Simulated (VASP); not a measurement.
# Si (P1) in VASP: a series of runs

The runs below take Si through single point, with PBE, PBE0, HSE06.

Everything below comes from runs of VASP 6.6.1. Logs are shortened: lines on timing, memory, paths and dates and some standing lists are left out, and cuts for length are marked.

## (1) The cell of the first run

The typed cell holds 15 atoms: a = 10.860 Å, b = 5.430 Å, c = 5.430 Å, α = 90.00°, β = 90.00°, γ = 90.00°.

## (2) Single point, PBE

INCAR reads:

```
SYSTEM = Si
PREC = Accurate ; ENCUT = 500
EDIFF = 1E-6 ; ISMEAR = -1
SIGMA = 0.01 ; LREAL = .False.
LASPH = .True. ; NELM = 120
ALGO = Normal ; ISIF = 2
LWAVE = .False. ; LCHARG = .False.
GGA = PE ; NBANDS = 43
NELECT = 62.0 ; GGA_COMPAT = .False.
```

KPOINTS reads:

```
regular mesh
0
Gamma
  1 1 1
  0 0 0
```

POSCAR reads:

```
Si
1.0
   10.8600000000      0.0000000000      0.0000000000
    0.0000000000      5.4300000000      0.0000000000
    0.0000000000      0.0000000000      5.4300000000
Si
15
Direct
    0.0005740000      0.9966860000      0.9921590000
    0.0028620000      0.5036580000      0.5014090000
    0.2539240000      0.0032970000      0.4986950000
    0.1204690000      0.2497770000      0.2512250000
    0.1247400000      0.7467910000      0.7517610000
    0.3744750000      0.2449760000      0.7545420000
    0.3679700000      0.7566100000      0.2540310000
    0.5017240000      0.9954420000      0.9968840000
    0.5043080000      0.4982360000      0.5079880000
    0.7511870000      0.9969860000      0.4993270000
    0.7489650000      0.5033010000      0.0024170000
    0.6236760000      0.2419470000      0.2570220000
    0.6274030000      0.7549770000      0.7402560000
    0.8762100000      0.2501360000      0.7411620000
    0.8705500000      0.7615670000      0.2525200000
```

Potentials or basis: VASP PAW PBE potentials, release 64 (Si).

Run with:

```bash
> cat potpaw_PBE.64/Si/POTCAR > POTCAR
> mpirun -np 1 vasp_gam > vasp.out
```

OUTCAR:

```text
SYSTEM = Si
   PREC = Accurate
   ENCUT = 500
   EDIFF = 1E-6
   ISMEAR = -1
   LREAL = .False.
   LASPH = .True.
   NELM = 120
   ISIF = 2
   GGA = PE
   NELECT = 62.0

 ion  position               nearest neighbor table
   1  0.001  0.997  0.992-   5 2.32   4 2.36  14 2.36  15 2.37
   2  0.003  0.504  0.501-   5 2.31   4 2.32  14 2.34  15 2.42
   3  0.254  0.003  0.499-   7 2.26   6 2.32   4 2.39   5 2.41
   4  0.120  0.250  0.251-   2 2.32   1 2.36   3 2.39
   5  0.125  0.747  0.752-   2 2.31   1 2.32   3 2.41
   6  0.374  0.245  0.755-   3 2.32   8 2.34   9 2.38
   7  0.368  0.757  0.254-   3 2.26   8 2.40   9 2.46
   8  0.502  0.995  0.997-   6 2.34  13 2.35  12 2.35   7 2.40
   9  0.504  0.498  0.508-  13 2.31  12 2.34   6 2.38   7 2.46
  10  0.751  0.997  0.499-  15 2.26  13 2.29  12 2.33  14 2.34
  11  0.749  0.503  0.002-  15 2.36  13 2.37  12 2.40  14 2.41
  12  0.624  0.242  0.257-  10 2.33   9 2.34   8 2.35  11 2.40
  13  0.627  0.755  0.740-  10 2.29   9 2.31   8 2.35  11 2.37
  14  0.876  0.250  0.741-  10 2.34   2 2.34   1 2.36  11 2.41
  15  0.871  0.762  0.253-  10 2.26  11 2.36   1 2.37   2 2.42

  LATTYP: Found a simple tetragonal cell.
 ALAT       =     5.4300000000
 C/A-ratio  =     2.0000000000

  Lattice vectors:

 A1 = (   0.0000000000,   5.4300000000,   0.0000000000)
 A2 = (   0.0000000000,   0.0000000000,   5.4300000000)
 A3 = (  10.8600000000,   0.0000000000,   0.0000000000)

Analysis of symmetry for initial positions (statically):
=====================================================================
 Subroutine PRICEL returns:
 Original cell was already a primitive cell.

 Routine SETGRP: Setting up the symmetry group for a
 simple tetragonal supercell.

 Subroutine GETGRP returns: Found  1 space group operations
 (whereof  1 operations were pure point group operations)
 out of a pool of 16 trial point group operations.

The static configuration has the point symmetry C_1 .

Analysis of symmetry for dynamics (positions and initial velocities):
=====================================================================
 Subroutine PRICEL returns:
 Original cell was already a primitive cell.

 Routine SETGRP: Setting up the symmetry group for a
 simple tetragonal supercell.

 Subroutine GETGRP returns: Found  1 space group operations
 (whereof  1 operations were pure point group operations)
 out of a pool of 16 trial point group operations.

The dynamic configuration has the point symmetry C_1 .

 Subroutine INISYM returns: Found  1 space group operations
 (whereof  1 operations are pure point group operations),
 and found     1 'primitive' translations

----------------------------------------------------------------------------------------

                                     Primitive cell

  volume of cell :     320.2060

  direct lattice vectors                    reciprocal lattice vectors
    10.860000000  0.000000000  0.000000000     0.092081031  0.000000000  0.000000000
     0.000000000  5.430000000  0.000000000     0.000000000  0.184162063  0.000000000
     0.000000000  0.000000000  5.430000000     0.000000000  0.000000000  0.184162063

  length of vectors
    10.860000000  5.430000000  5.430000000     0.092081031  0.184162063  0.184162063

  position of ions in fractional coordinates (direct lattice)
     0.000574000  0.996686000  0.992159000
     0.002862000  0.503658000  0.501409000
     0.253924000  0.003297000  0.498695000
     0.120469000  0.249777000  0.251225000
     0.124740000  0.746791000  0.751761000
     0.374475000  0.244976000  0.754542000
     0.367970000  0.756610000  0.254031000
     0.501724000  0.995442000  0.996884000
     0.504308000  0.498236000  0.507988000
     0.751187000  0.996986000  0.499327000
     0.748965000  0.503301000  0.002417000
     0.623676000  0.241947000  0.257022000
     0.627403000  0.754977000  0.740256000
     0.876210000  0.250136000  0.741162000
     0.870550000  0.761567000  0.252520000

  ion indices of the primitive-cell ions
   primitive index   ion index
                 1           1
                 2           2
                 3           3
                 4           4
                 5           5
                 6           6
                 7           7
                 8           8
                 9           9
                10          10
                11          11
                12          12
                13          13
                14          14
                15          15

----------------------------------------------------------------------------------------

 KPOINTS: regular mesh

Automatic generation of k-mesh.
 Grid dimensions read from file:
 generate k-points for:    1    1    1

 Generating k-lattice:

  Cartesian coordinates                     Fractional coordinates (reciprocal lattice)
     0.092081031  0.000000000  0.000000000     1.000000000  0.000000000  0.000000000
     0.000000000  0.184162063  0.000000000     0.000000000  1.000000000  0.000000000
     0.000000000  0.000000000  0.184162063     0.000000000  0.000000000  1.000000000

  Length of vectors
     0.092081031  0.184162063  0.184162063

  Shift w.r.t. Gamma in fractional coordinates (k-lattice)
     0.000000000  0.000000000  0.000000000

 Subroutine IBZKPT returns following result:
 ===========================================

 Found      1 irreducible k-points:

 Following reciprocal coordinates:
            Coordinates               Weight
  0.000000  0.000000  0.000000      1.000000
   k-points           NKPTS =      1   k-points in BZ     NKDIM =      1   number of bands    NBANDS=     43
   number of dos      NEDOS =    301   number of ions     NIONS =     15
   total plane-waves  NPLWV = 128000
   dimension x,y,z NGX =    80 NGY =   40 NGZ =   40
   dimension x,y,z NGXF=   160 NGYF=   80 NGZF=   80
   ions per type =              15
   NGX,Y,Z   is equivalent  to a cutoff of  12.25, 12.25, 12.25 a.u.
   NGXF,Y,Z  is equivalent  to a cutoff of  24.49, 24.49, 24.49 a.u.
 SYSTEM =  Si
   PREC   = accura    normal or accurate (medium, high low for compatibility)
   ISTART =      0    job   : 0-new  1-cont  2-samecut
   ICHARG =      2    charge: 1-file 2-atom 10-const
   ISPIN  =      1    spin polarized calculation?
   LNONCOLLINEAR =      F non collinear calculations
   LSORBIT =      F    spin-orbit coupling
   LASPH  =      T    aspherical Exc in radial PAW
   ENCUT  =  500.0 eV  36.75 Ry    6.06 a.u.  19.80  9.90  9.90*2*pi/ulx,y,z
   NELM   =    120;   NELMIN=  2; NELMDL= -5     # of ELM steps
   EDIFF  = 0.1E-05   stopping-criterion for ELM
   LREAL  =      F    real-space projection
   EDIFFG = 0.1E-04   stopping-criterion for IOM
   NSW    =      0    number of steps for IOM
   IBRION =     -1    ionic relax: 0-MD 1-quasi-New 2-CG
   NFREE  =      0    steps in history (QN), initial steepest desc. (CG)
   ISIF   =      2    stress and relaxation
   ISYM   =      2    0-nonsym 1-usesym 2-fastsym
   POTIM  = 0.5000    time-step for ionic-motion
   TEBEG  =    0.0;   TEEND  =   0.0 temperature during run
   PSTRESS=    0.0 pullay stress
   NELECT =      62.0000    total number of electrons
   NUPDOWN=      -1.0000    fix difference up-down
   EMIN   =  10.00;   EMAX   =-10.00  energy-range for DOS
   EFERMI =   0.00;   METHOD = LEGACY
   ISMEAR =    -1;   SIGMA  =   0.01  broadening in eV -4-tet -1-fermi 0-gaus
   EFERMI_NEDOS =   21; number of points for ismear=-14 and -15
   IALGO  =     38    algorithm
   IMIX   =      4    mixing-type and parameters
     AMIX     =   0.40;   BMIX     =  1.00
     AMIX_MAG =   1.60;   BMIX_MAG =  1.00
  volume/ion in A,a.u.               =      21.35       144.06
  Fermi-wavevector in a.u.,A,eV,Ry     =   0.947099  1.789758 12.204389  0.896997
  Thomas-Fermi vector in A             =   2.075160
   LORBIT       =      0    0 simple, 1 ext, 2 COOP (PROOUT), +10 PAW based schemes
   GGA     = PE    functional components
   LHFCALC =     F    Hartree Fock is set to
   AEXX    =    0.0000 exact exchange contribution
   IVDW    =     0    specifies the selected vdW correction
   LEPSILON=     F    determine dielectric tensor
   LRPA    =     F    only Hartree local field effects (RPA)
 non-spin polarized calculation
  energy-cutoff  :      500.00
  volume of cell :      320.21
 maximum number of plane-waves:      4068
 NGX is ok and might be reduce to    80
   NGX = 39   NGY = 19   NGZ = 19

 number of electron      62.0000000 magnetization

 Free energy of the ion-electron system (eV)
  ---------------------------------------------------
  ext. energy  EPLUGINS =         0.00000000
  ---------------------------------------------------
  free energy    TOTEN  =       -60.67740297 eV

  energy without entropy =      -60.64544621  energy(sigma->0) =      -60.66142459

 E-fermi :   5.9566     XC(G=0):  -9.2979

 val. band max:        5.9508174703   @ k =   0.0000   0.0000   0.0000
 cond. band min:       5.9673882638   @ k =   0.0000   0.0000   0.0000
 fundamental gap:      0.0165707936
 Fermi energy:         5.9565909704

 k-point     1 :       0.0000    0.0000    0.0000
  band No.  band energies     occupation
      1      -6.6549      2.00000
      2      -5.6605      2.00000
      3      -5.3447      2.00000
      4      -2.8437      2.00000
      5      -2.6754      2.00000
      6      -2.6405      2.00000
      7      -2.5510      2.00000
      8      -2.5071      2.00000
      9      -2.4443      2.00000
     10      -2.3879      2.00000
     11      -2.1744      2.00000
     12      -2.1515      2.00000
     13       0.5535      2.00000
     14       1.2884      2.00000
     15       1.3618      2.00000
     16       1.4649      2.00000
     17       1.4710      2.00000
     18       2.0358      2.00000
     19       2.2436      2.00000
     20       2.2846      2.00000
     21       2.3333      2.00000
     22       2.6998      2.00000
     23       2.7581      2.00000
     24       3.2605      2.00000
     25       3.2718      2.00000
     26       3.4059      2.00000
     27       3.4284      2.00000
     28       4.2410      2.00000
     29       4.3238      2.00000
     30       5.9018      1.99165
     31       5.9508      1.28091
     32       5.9674      0.50711
     33       5.9776      0.21889
     34       6.0300      0.00130
     35       6.0534      0.00013
     36       6.2000      0.00000
     37       6.3543      0.00000
     38       6.4784      0.00000
     39       6.7945      0.00000
     40       6.8606      0.00000
     41       8.0839      0.00000
     42       8.1943      0.00000
     43       8.3248      0.00000

------------------------ aborting loop because EDIFF is reached ----------------------------------------

  FORCE on cell =-STRESS in cart. coord.  units (eV):
  Direction    XX          YY          ZZ          XY          YZ          ZX
  --------------------------------------------------------------------------------------
  -------------------------------------------------------------------------------------
  Total       -1.0969325     34.5297053     32.0194673     -1.5522190      6.7008804     -1.4267768
  in kB       -5.4885926    172.7722423    160.2120582     -7.7666565     33.5284105     -7.1389959
  external PRESSURE =     109.1652360 kB  Pullay stress =       0.0000000 kB

 VOLUME and BASIS-vectors are now :
 -----------------------------------------------------------------------------
  energy-cutoff  :      500.00
  volume of cell :      320.21
      direct lattice vectors                 reciprocal lattice vectors
    10.860000000  0.000000000  0.000000000     0.092081031  0.000000000  0.000000000
     0.000000000  5.430000000  0.000000000     0.000000000  0.184162063  0.000000000
     0.000000000  0.000000000  5.430000000     0.000000000  0.000000000  0.184162063

 POSITION                                       TOTAL-FORCE (eV/Angst)
 -----------------------------------------------------------------------------------
      0.00623      5.41200      5.38742         0.109540     -0.150815     -0.214950
      0.03108      2.73486      2.72265         0.145567      0.319822      0.087195
      2.75761      0.01790      2.70791        -0.978312     -0.010484      0.303970
      1.30829      1.35629      1.36415        -0.567382     -0.048485      0.107914
      1.35468      4.05508      4.08206        -0.061852      0.056664     -0.453809
      4.06680      1.33022      4.09716         0.946342      0.190856      0.001841
      3.99615      4.10839      1.37939         0.936769     -0.163988     -0.120613
      5.44872      5.40525      5.41308         0.036543     -0.236851     -0.111505
      5.47678      2.70542      2.75837        -0.115295      0.132328     -0.142314
      8.15789      5.41363      2.71135        -0.247221      0.486678      0.354089
      8.13376      2.73292      0.01312        -0.061320     -0.629888     -0.376413
      6.77312      1.31377      1.39563         0.103258      0.422598     -0.176573
      6.81360      4.09953      4.01959         0.557475     -0.387227      0.496601
      9.51564      1.35824      4.02451        -0.522642      0.473464      0.522764
      9.45417      4.13531      1.37118        -0.281470     -0.454671     -0.278197
 -----------------------------------------------------------------------------------
    total drift:                               -0.000102      0.000005     -0.000020

  FREE ENERGIE OF THE ION-ELECTRON SYSTEM (eV)
  ---------------------------------------------------
  free  energy   TOTEN  =       -60.6774029690 eV

  energy  without entropy=      -60.6454462087  energy(sigma->0) =      -60.66142459
```

Wall time 22 s (1 thread of Intel Xeon 6975P-C (Granite Rapids), shared host); peak memory 0.29 GiB.

What came out:

```yaml
Free_energy: -60.6774 eV
Largest_force: 1.025 eV/Å
```

Forces on the atoms (eV/Å):
```
Si   0.110 -0.151 -0.215
Si   0.146  0.320  0.087
Si  -0.978 -0.010  0.304
Si  -0.567 -0.048  0.108
Si  -0.062  0.057 -0.454
Si   0.946  0.191  0.002
Si   0.937 -0.164 -0.121
Si   0.037 -0.237 -0.112
Si  -0.115  0.132 -0.142
Si  -0.247  0.487  0.354
Si  -0.061 -0.630 -0.376
Si   0.103  0.423 -0.177
Si   0.557 -0.387  0.497
Si  -0.523  0.473  0.523
Si  -0.281 -0.455 -0.278
```

Levels at points of the mesh, in eV from the Fermi level:
```
           k point  band 28  band 29  band 30  band 31  band 32  band 33  band 34  band 35
(0.00, 0.00, 0.00)    -1.72    -1.63    -0.05    -0.01     0.01     0.02     0.07     0.10
```

Caveat: the k points lie up to 1.16 Å⁻¹ apart; the cell carries a net charge on a neutralising background, which shifts energy and pressure; the cell is charged against a uniform background, so pressure and absolute levels hang on convention; forces of over 1 eV/Å act on the atoms, so gaps and moduli don't describe the material at rest.

## (3) Single point, PBE0

POSCAR is that of step 2.

INCAR.step1 reads:

```
SYSTEM = Si
ALGO = Normal
EDIFF = 1E-5
ENCUT = 400
GGA = PE
GGA_COMPAT = .FALSE.
ISIF = 2
ISMEAR = 0
LASPH = .TRUE.
LCHARG = .FALSE.
LREAL = .FALSE.
LWAVE = .TRUE.
NBANDS = 43
NELECT = 62.0
NELM = 120
PREC = Accurate
SIGMA = 0.01
```

INCAR.step2 reads:

```
SYSTEM = Si
AEXX = 0.25
ALGO = Normal
EDIFF = 1E-6
ENCUT = 400
GGA = PE
GGA_COMPAT = .FALSE.
ISIF = 2
ISMEAR = 0
ISTART = 1
LASPH = .TRUE.
LCHARG = .FALSE.
LHFCALC = .TRUE.
LREAL = .FALSE.
LWAVE = .FALSE.
NBANDS = 43
NELECT = 62.0
NELM = 120
PREC = Accurate
PRECFOCK = Fast
SIGMA = 0.01
```

KPOINTS reads:

```
k-points
0
G
  1 1 1
  0 0 0
```

Potentials or basis: VASP PAW PBE potentials, release 64 (Si).

Run with:

```bash
> cat potpaw_PBE.64/Si/POTCAR > POTCAR
> cp INCAR.step1 INCAR
> mpirun -np 1 vasp_gam > vasp.out
> cp INCAR.step2 INCAR
> mpirun -np 1 vasp_gam > vasp.out
```

Wall time 1.9 min (1 thread of Intel Xeon 6975P-C (Granite Rapids), shared host); peak memory 0.27 GiB.

It converged, with:

| Item | Value |
| --- | --- |
| Free energy | -82.2475 eV |
| Largest force | 1.699 eV/Å |

Forces in eV/Å, atoms in the order of the input:
```
Si   0.023  0.162 -0.429
Si   0.199  0.031  0.204
Si  -1.598  0.350  0.460
Si  -0.578 -0.134  0.445
Si  -0.085  0.124 -0.600
Si   0.984  0.401 -0.547
Si   1.191 -0.819  0.097
Si   0.611 -0.178 -0.073
Si  -0.498  0.038 -0.352
Si  -0.770  0.729  0.337
Si  -0.421 -0.609 -0.339
Si  -0.104  0.749 -0.350
Si   0.434 -0.360  1.189
Si   0.311  0.298  0.590
Si   0.302 -0.781 -0.630
```

Levels at points of the mesh, in eV from the Fermi level:
```
           k point  band 27  band 28  band 29  band 30  band 31  band 32  band 33  band 34  band 35  band 36
(0.00, 0.00, 0.00)    -3.02    -2.26    -2.07    -0.33    -0.09     1.01     1.07     1.12     1.18     1.34
```

Caveat: the k points lie up to 1.16 Å⁻¹ apart; the cell carries a net charge on a neutralising background, which shifts energy and pressure; the cell is charged against a uniform background, so pressure and absolute levels hang on convention; the PAW data sets were made with another functional, which shifts forces and pressure a little.

(Part 1 of 2 ends here.)
